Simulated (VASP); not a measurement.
# Pd: single point with PBEsol

Crystal: Pd.

```xyz
1
Lattice="0.0000 1.9755 1.9755 1.9755 0.0000 1.9755 1.9755 1.9755 0.0000" Properties=species:S:1:pos:R:3 pbc="T T T"
Pd    0.0000    0.0000    0.0000
```

This cell differs from its parent crystal: volume scaled by 1.06.

```json
{
  "Program": "VASP 6.6.1",
  "Task": "single point",
  "Functional": "PBEsol",
  "Potentials or basis": "VASP PAW PBE potentials, release 64 (Pd)",
  "Cutoff": "520 eV",
  "k mesh": "18 × 18 × 18",
  "Occupations": "gaussian, width 0.1 eV",
  "Spin": "no spin polarisation"
}
```

```json
{
 "Pressure": "-10.3 GPa",
 "Band gap on the k mesh": "zero (band 5 reaches 9.15 eV, above the bottom of band 6 at 7.69 eV)"
}
```

Levels at points of the mesh, in eV from the Fermi level:
```csv
k point,band 3,band 4,band 5,band 6,band 7,band 8
"(0.00, 0.00, 0.00)",-2.66,-2.66,-1.14,-1.14,17.10,21.62
"(0.50, 0.00, 0.00)",-2.69,-0.02,-0.02,1.02,6.92,16.44
"(0.50, 0.50, 0.00)",-0.04,0.27,0.27,3.26,10.26,12.87
```

Run time: 25 s on 1 thread of Intel(R) Xeon(R) 6975P-C (Granite Rapids), with other jobs on the host, peak memory 0.16 GiB.

Caveat: the PAW data sets were made with another functional, which shifts forces and pressure a little.
